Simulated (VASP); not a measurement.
# Cu in VASP: a series of runs, part 2 of 2

VASP 6.6.1.

## Step 4: Electric field gradients, r2SCAN

This run uses another cell than the first one, of 11.81 Å³/atom, 0.971 times its volume.

Contents of POSCAR:

```
Cu
1.0
    0.0000000000      1.8075000000      1.8075000000
    1.8075000000      0.0000000000      1.8075000000
    1.8075000000      1.8075000000      0.0000000000
Cu
1
Direct
    0.0000000000      0.0000000000      0.0000000000
```

Contents of INCAR.step1:

```
SYSTEM = Cu
PREC     = Accurate       ! precision mode
ENCUT    = 520            ! plane-wave cutoff, eV
ISMEAR   = -1             ! smearing method
SIGMA    = 0.08           ! smearing width, eV
LREAL    = .False.        ! projectors in reciprocal space
LASPH    = .True.         ! aspherical terms in the spheres
NELM     = 80             ! most SCF steps
NBANDS   = 12             ! bands
GGA      = PE             ! functional
ALGO     = Normal         ! electronic algorithm
EDIFF    = 1E-4           ! SCF threshold, eV
LWAVE    = .True.         ! write WAVECAR
LCHARG   = .False.        ! write CHGCAR
```

Contents of INCAR.step2:

```
SYSTEM = Cu
PREC     = Accurate       ! precision mode
ENCUT    = 520            ! plane-wave cutoff, eV
EDIFF    = 1E-8           ! SCF threshold, eV
ISMEAR   = -1             ! smearing method
SIGMA    = 0.08           ! smearing width, eV
LREAL    = .False.        ! projectors in reciprocal space
LASPH    = .True.         ! aspherical terms in the spheres
NELM     = 80             ! most SCF steps
ALGO     = Normal         ! electronic algorithm
ISIF     = 2              ! what is computed and relaxed
LWAVE    = .False.        ! write WAVECAR
LCHARG   = .False.        ! write CHGCAR
METAGGA  = R2SCAN         ! meta-GGA
LMIXTAU  = .True.       
LEFG     = .True.       
NBANDS   = 12             ! bands
ISTART   = 1
```

Contents of KPOINTS:

```
regular mesh
0
Gamma
  19 19 19
  0 0 0
```

Potentials or basis: VASP PAW PBE potentials, release 64 (Cu).

Started as:

```sh
cat potpaw_PBE.64/Cu/POTCAR > POTCAR
cp INCAR.step1 INCAR
mpirun -np 1 vasp_std > vasp.out
cp INCAR.step2 INCAR
mpirun -np 1 vasp_std > vasp.out
```

OUTCAR:

```text
SYSTEM = Cu
   PREC = Accurate
   ENCUT = 520
   EDIFF = 1E-8
   ISMEAR = -1
   LREAL = .False.
   LASPH = .True.
   NELM = 80
   ISIF = 2
   METAGGA = R2SCAN
   ISTART = 1

 ion  position               nearest neighbor table
   1  0.000  0.000  0.000-

  LATTYP: Found a face centered cubic cell.
 ALAT       =     3.6150000000

  Lattice vectors:

 A1 = (   0.0000000000,   1.8075000000,   1.8075000000)
 A2 = (   1.8075000000,   0.0000000000,   1.8075000000)
 A3 = (   1.8075000000,   1.8075000000,   0.0000000000)

[... 563 lines left out ...]
    total drift:                                0.000000      0.000000      0.000000

  FREE ENERGIE OF THE ION-ELECTRON SYSTEM (eV)
  ---------------------------------------------------
  free  energy   TOTEN  =       -10.8241919906 eV

  energy  without entropy=      -10.8170915335  energy(sigma->0) =      -10.82064176

 Electric field gradients (V/A^2)
---------------------------------------------------------------------
 ion       V_xx      V_yy      V_zz      V_xy      V_xz      V_yz
---------------------------------------------------------------------
   1       0.000    -0.000     0.000     0.003     0.003     0.003
---------------------------------------------------------------------

 Electric field gradients after diagonalization (V/A^2)
 (convention: |V_zz| > |V_xx| > |V_yy|)
----------------------------------------------------------------------
 ion       V_xx      V_yy      V_zz     asymmetry (V_yy - V_xx)/ V_zz
----------------------------------------------------------------------
   1      -0.003    -0.003     0.005       0.000
----------------------------------------------------------------------

           NMR quadrupolar parameters

 Cq : quadrupolar parameter    Cq=e*Q*V_zz/h
 eta: asymmetry parameters     (V_yy - V_xx)/ V_zz
 Q  : nuclear electric quadrupole moment in mb (millibarn)
----------------------------------------------------------------------
 ion       Cq(MHz)       eta       Q (mb)
----------------------------------------------------------------------
   1       0.000       0.000       1.000
----------------------------------------------------------------------
```

OUTCAR.step1:

```text
SYSTEM = Cu
   PREC = Accurate
   ENCUT = 520
   ISMEAR = -1
   LREAL = .False.
   LASPH = .True.
[... 576 lines left out ...]
 -----------------------------------------------------------------------------------
      0.00000      0.00000      0.00000        -0.000000      0.000000      0.000000
 -----------------------------------------------------------------------------------
    total drift:                                0.000000     -0.000000      0.000000

  FREE ENERGIE OF THE ION-ELECTRON SYSTEM (eV)
  ---------------------------------------------------
  free  energy   TOTEN  =        -3.7283716493 eV

  energy  without entropy=       -3.7210339217  energy(sigma->0) =       -3.72470279
```

OSZICAR.step1:

```text
N       E                     dE             d eps       ncg     rms          rms(c)
DAV:   1     0.422352899891E+02    0.42235E+02   -0.53829E+03  5980   0.153E+03
DAV:   2    -0.331262308402E+01   -0.45548E+02   -0.42042E+02  5412   0.205E+02
DAV:   3    -0.462628365975E+01   -0.13137E+01   -0.13017E+01  6184   0.394E+01
DAV:   4    -0.463464253239E+01   -0.83589E-02   -0.83578E-02  5996   0.279E+00
DAV:   5    -0.463471824101E+01   -0.75709E-04   -0.75708E-04  6252   0.273E-01    0.769E+00
DAV:   6    -0.410971143038E+01    0.52501E+00   -0.14546E+01  6300   0.722E+01    0.394E+00
DAV:   7    -0.374107845921E+01    0.36863E+00   -0.23043E+00  6284   0.287E+01    0.593E-01
DAV:   8    -0.372982694530E+01    0.11252E-01   -0.43595E-03  5996   0.880E-01    0.288E-01
DAV:   9    -0.372836970808E+01    0.14572E-02   -0.89167E-03  6612   0.164E+00    0.291E-02
DAV:  10    -0.372837164929E+01   -0.19412E-05   -0.29313E-05  3312   0.980E-02
   1 F= -.37283716E+01 E0= -.37247028E+01  d E =-.733773E-02
```

It took 62 s on 1 thread of Intel Xeon 6975P-C (Granite Rapids), shared host; peak memory 0.15 GiB.

Results:

```
Free energy : -10.8242 eV
Pressure    : -4.2 GPa
```

Caveat: without QUAD_EFG the Cq values of the log hold for a quadrupole moment of 1 mb, not for the nuclei; the PAW data sets were made with another functional, which shifts forces and pressure a little.

## Step 5: Electric field gradients, PBE, non-collinear spin, zero start, spin-orbit coupling

This run uses another cell than the first one, of 11.81 Å³/atom, 0.971 times its volume.

Contents of INCAR:

```
SYSTEM = Cu
ALGO     = Normal         ! electronic algorithm
EDIFF    = 1E-8           ! SCF threshold, eV
ENCUT    = 520            ! plane-wave cutoff, eV
GGA      = PE             ! functional
GGA_COMPAT= .False.      
ISIF     = 2              ! what is computed and relaxed
ISMEAR   = -1             ! smearing method
LASPH    = .True.         ! aspherical terms in the spheres
LCHARG   = .False.        ! write CHGCAR
LEFG     = .True.       
LMAXMIX  = 4              ! l up to which the mixer works
LNONCOLLINEAR= .True.         ! non-collinear magnetism
LORBIT   = 11             ! projections on sites
LORBMOM  = .True.       
LREAL    = .False.        ! projectors in reciprocal space
LSORBIT  = .True.         ! spin-orbit coupling
LWAVE    = .False.        ! write WAVECAR
MAGMOM   = 0 0 0          ! initial moments
NBANDS   = 22             ! bands
NELM     = 150            ! most SCF steps
PREC     = Accurate       ! precision mode
SIGMA    = 0.08           ! smearing width, eV
```

Contents of KPOINTS:

```
k-points
0
Gamma
  19 19 19
  0 0 0
```

POSCAR is that of step 4.

Potentials or basis: VASP PAW PBE potentials, release 64 (Cu).

Started as:

```sh
cat potpaw_PBE.64/Cu/POTCAR > POTCAR
mpirun -np 1 vasp_ncl > vasp.out
```

OUTCAR:

```text
SYSTEM = Cu
   EDIFF = 1E-8
   ENCUT = 520
   GGA = PE
   ISIF = 2
   ISMEAR = -1
   LASPH = .True.
   LNONCOLLINEAR = .True.
   LORBIT = 11
   LREAL = .False.
   LSORBIT = .True.
   NELM = 150
   PREC = Accurate

 ion  position               nearest neighbor table
   1  0.000  0.000  0.000-

  LATTYP: Found a face centered cubic cell.
 ALAT       =     3.6150000000

  Lattice vectors:

 A1 = (   0.0000000000,   1.8075000000,   1.8075000000)
 A2 = (   1.8075000000,   0.0000000000,   1.8075000000)
 A3 = (   1.8075000000,   1.8075000000,   0.0000000000)

Analysis of symmetry for initial positions (statically):
=====================================================================
 Subroutine PRICEL returns:
 Original cell was already a primitive cell.

 Routine SETGRP: Setting up the symmetry group for a
 face centered cubic supercell.

 Subroutine GETGRP returns: Found 48 space group operations
 (whereof 48 operations were pure point group operations)
 out of a pool of 48 trial point group operations.

The static configuration has the point symmetry O_h .

Analysis of symmetry for dynamics (positions and initial velocities):
=====================================================================
 Subroutine PRICEL returns:
 Original cell was already a primitive cell.

[... 835 lines left out ...]
----------------------------------------------------------------------

 orbital moment (x)

 # of ion     p       d       tot
 ----------------------------------------
  1        -0.000   0.000  -0.000
 ----------------------------------------
           -0.000   0.000  -0.000

 orbital moment (y)

 # of ion     p       d       tot
 ----------------------------------------
  1         0.000  -0.000   0.000
 ----------------------------------------
            0.000  -0.000   0.000

 orbital moment (z)

 # of ion     p       d       tot
 ----------------------------------------
  1         0.000   0.000   0.000
 ----------------------------------------
            0.000   0.000   0.000

 Spin-Orbit-Coupling matrix elements

 Ion:    1  E_soc:     -0.0130859
 l=   1
     0.0000000    -0.0003501    -0.0003501
    -0.0003501     0.0000000    -0.0003501
    -0.0003501    -0.0003501     0.0000000
 l=   2
     0.0000000    -0.0003764     0.0000000    -0.0003764    -0.0014545
    -0.0003764     0.0000000    -0.0010909    -0.0003764    -0.0003636
     0.0000000    -0.0010909     0.0000000    -0.0010909     0.0000000
    -0.0003764    -0.0003764    -0.0010909     0.0000000    -0.0003636
    -0.0014545    -0.0003636     0.0000000    -0.0003636     0.0000000
 l=   3
     0.0000000     0.0000000     0.0000000     0.0000000     0.0000000     0.0000000     0.0000000
     0.0000000     0.0000000     0.0000000     0.0000000     0.0000000     0.0000000     0.0000000
     0.0000000     0.0000000     0.0000000     0.0000000     0.0000000     0.0000000     0.0000000
     0.0000000     0.0000000     0.0000000     0.0000000     0.0000000     0.0000000     0.0000000
     0.0000000     0.0000000     0.0000000     0.0000000     0.0000000     0.0000000     0.0000000
     0.0000000     0.0000000     0.0000000     0.0000000     0.0000000     0.0000000     0.0000000
     0.0000000     0.0000000     0.0000000     0.0000000     0.0000000     0.0000000     0.0000000

 total charge

# of ion       s       p       d       tot
------------------------------------------
    1        0.447   0.383   9.171  10.002

 magnetization (x)

# of ion       s       p       d       tot
------------------------------------------
    1        0.000   0.000   0.000   0.000

 magnetization (y)

# of ion       s       p       d       tot
------------------------------------------
    1        0.000   0.000   0.000   0.000

 magnetization (z)

# of ion       s       p       d       tot
------------------------------------------
    1       -0.000   0.000  -0.000  -0.000
```

OSZICAR:

```text
N       E                     dE             d eps       ncg     rms          rms(c)
DAV:   1     0.633275090670E+02    0.63328E+02   -0.50512E+03 11342   0.180E+03
DAV:   2     0.706467208729E+00   -0.62621E+02   -0.57817E+02  9932   0.270E+02
DAV:   3    -0.457386116516E+01   -0.52803E+01   -0.49782E+01 11124   0.861E+01
DAV:   4    -0.464262371031E+01   -0.68763E-01   -0.68718E-01 10840   0.108E+01
DAV:   5    -0.464362010027E+01   -0.99639E-03   -0.99635E-03 11250   0.121E+00    0.770E+00
DAV:   6    -0.410702690491E+01    0.53659E+00   -0.39881E+00 11264   0.790E+01    0.392E+00
DAV:   7    -0.374705703672E+01    0.35997E+00   -0.83065E-01 11254   0.325E+01    0.575E-01
DAV:   8    -0.373664235854E+01    0.10415E-01   -0.78416E-03 10914   0.124E+00    0.315E-01
DAV:   9    -0.373488463228E+01    0.17577E-02   -0.20865E-03 11630   0.180E+00    0.183E-02
DAV:  10    -0.373490042939E+01   -0.15797E-04   -0.91178E-05 10660   0.125E-01    0.102E-02
DAV:  11    -0.373490184184E+01   -0.14125E-05   -0.18966E-06 14070   0.199E-02    0.387E-03
DAV:  12    -0.373490129093E+01    0.55091E-06   -0.10729E-07 10962   0.600E-03    0.868E-04
DAV:  13    -0.373490128316E+01    0.77678E-08   -0.13715E-08 11120   0.465E-03
   1 F= -.37349013E+01 E0= -.37312279E+01  d E =-.734673E-02  mag=     0.0000    -0.0000     0.0000
```

It took 56 s on 1 thread of Intel Xeon 6975P-C (Granite Rapids), shared host; peak memory 0.21 GiB.

Results:

| Item | Value |
| --- | --- |
| Free energy | -3.7349 eV |
| Pressure | 2.2 GPa |
| Net moment | 0.00 μB per cell |
| Valence electrons inside the program's atomic spheres | Cu 10.00 |

Moments on the atoms (μB; x, y, z):
```
Cu  0.00 0.00 0.00
```

Caveat: without QUAD_EFG the Cq values of the log hold for a quadrupole moment of 1 mb, not for the nuclei.

## Step 6: Electric field gradients, PBE (equal xy, yz and zx shear strains of -2 %)

Contents of INCAR:

```
SYSTEM = Cu
ALGO = Normal
EDIFF = 1E-8
ENCUT = 520
GGA = PE
ISIF = 2
ISMEAR = -1
LASPH = .TRUE.
LCHARG = .FALSE.
LEFG = .TRUE.
LREAL = .FALSE.
LWAVE = .FALSE.
NBANDS = 12
NELM = 100
PREC = Accurate
SIGMA = 0.08
```

Contents of KPOINTS:

```
k-points
0
G
  19 19 19
  0 0 0
```

Contents of POSCAR:

```
Cu
1.0
   -0.0361500000      1.7894250000      1.7894250000
    1.7894250000     -0.0361500000      1.7894250000
    1.7894250000      1.7894250000     -0.0361500000
Cu
1
Direct
    0.0000000000      0.0000000000      0.0000000000
```

Potentials or basis: VASP PAW PBE potentials, release 64 (Cu).

Started as:

```sh
cat potpaw_PBE.64/Cu/POTCAR > POTCAR
mpirun -np 1 vasp_std > vasp.out
```

OUTCAR:

```text
SYSTEM = Cu
   EDIFF = 1E-8
   ENCUT = 520
   GGA = PE
   ISIF = 2
   ISMEAR = -1
   LASPH = .TRUE.
   LREAL = .FALSE.
   NELM = 100
   PREC = Accurate

 ion  position               nearest neighbor table
   1  0.000  0.000  0.000-

  LATTYP: Found a trigonal (rhomboedric) cell.
 ALAT       =     2.5308872918
 COS(alpha) =     0.4797000918

  Lattice vectors:

 A1 = (  -0.0361500000,   1.7894250000,   1.7894250000)
[... 566 lines left out ...]
    total drift:                               -0.000000     -0.000000     -0.000000

  FREE ENERGIE OF THE ION-ELECTRON SYSTEM (eV)
  ---------------------------------------------------
  free  energy   TOTEN  =        -3.7250969361 eV

  energy  without entropy=       -3.7181397372  energy(sigma->0) =       -3.72161834

 Electric field gradients (V/A^2)
---------------------------------------------------------------------
 ion       V_xx      V_yy      V_zz      V_xy      V_xz      V_yz
---------------------------------------------------------------------
   1      -0.000    -0.000    -0.000    -0.459    -0.459    -0.459
---------------------------------------------------------------------

 Electric field gradients after diagonalization (V/A^2)
 (convention: |V_zz| > |V_xx| > |V_yy|)
----------------------------------------------------------------------
 ion       V_xx      V_yy      V_zz     asymmetry (V_yy - V_xx)/ V_zz
----------------------------------------------------------------------
   1       0.459     0.459    -0.918       0.000
----------------------------------------------------------------------

           NMR quadrupolar parameters

 Cq : quadrupolar parameter    Cq=e*Q*V_zz/h
 eta: asymmetry parameters     (V_yy - V_xx)/ V_zz
 Q  : nuclear electric quadrupole moment in mb (millibarn)
----------------------------------------------------------------------
 ion       Cq(MHz)       eta       Q (mb)
----------------------------------------------------------------------
   1      -0.002       0.000       1.000
----------------------------------------------------------------------
```

stdout:

```text
POSCAR found type information on POSCAR Cu
 POSCAR found :  1 types and       1 ions
 scaLAPACK will be used
 LDA part: xc-table for (Slater+PW92), standard interpolation
 POSCAR, INCAR and KPOINTS ok, starting setup
 FFT: planning ... GRIDC
 FFT: planning ... GRID_SOFT
 FFT: planning ... GRID
 WAVECAR not read
 entering main loop
ion   1
```

It took 53 s on 1 thread of AMD EPYC 9R45 (Zen 5), shared host; peak memory 0.17 GiB.

What came out:

```
Free energy : -3.7251 eV
Pressure    : 2.5 GPa
```

Electric field gradients, principal values (V/Å²):
| atom | least | middle | greatest (by size) |
| --- | --- | --- | --- |
| 1 Cu | 0.459 | 0.459 | -0.918 |

Caveat: the cell differs from its parent crystal (equal xy, yz and zx shear strains of -2 %); without QUAD_EFG the Cq values of the log hold for a quadrupole moment of 1 mb, not for the nuclei.

## Step 7: Summary

```csv
level,potentials or basis,spin,cell,smearing,gap on the mesh (eV),pressure (GPa)
LDA,"VASP PAW LDA potentials, release 64 (Cu)",off,"a = 2.582 Å, angles 60.0°, 1 atom",fermi-dirac 0.05 eV,none,-15.2
LDA,"VASP PAW LDA potentials, release 64 (Cu)",off,"a = 2.590 Å, angles 60.0°, 1 atom",fermi-dirac 0.08 eV,none,-16.1
r2SCAN,"VASP PAW PBE potentials, release 64 (Cu)",off,"a = 2.556 Å, angles 60.0°, 1 atom",fermi-dirac 0.08 eV,none,-4.2
PBE,"VASP PAW PBE potentials, release 64 (Cu)","non-collinear, zero start, SOC","a = 2.556 Å, angles 60.0°, 1 atom",fermi-dirac 0.08 eV,-,2.2
PBE,"VASP PAW PBE potentials, release 64 (Cu)",off,"a = 2.531 Å, angles 61.3°, 1 atom",fermi-dirac 0.08 eV,none,2.5
```

Alike in all rows: task electric field gradients; k mesh 19 × 19 × 19; cutoff (eV) 520.

Caveats: the PAW data sets were made with another functional, which shifts forces and pressure a little (some runs).

Absolute energies hang on the potentials; compare differences alone.
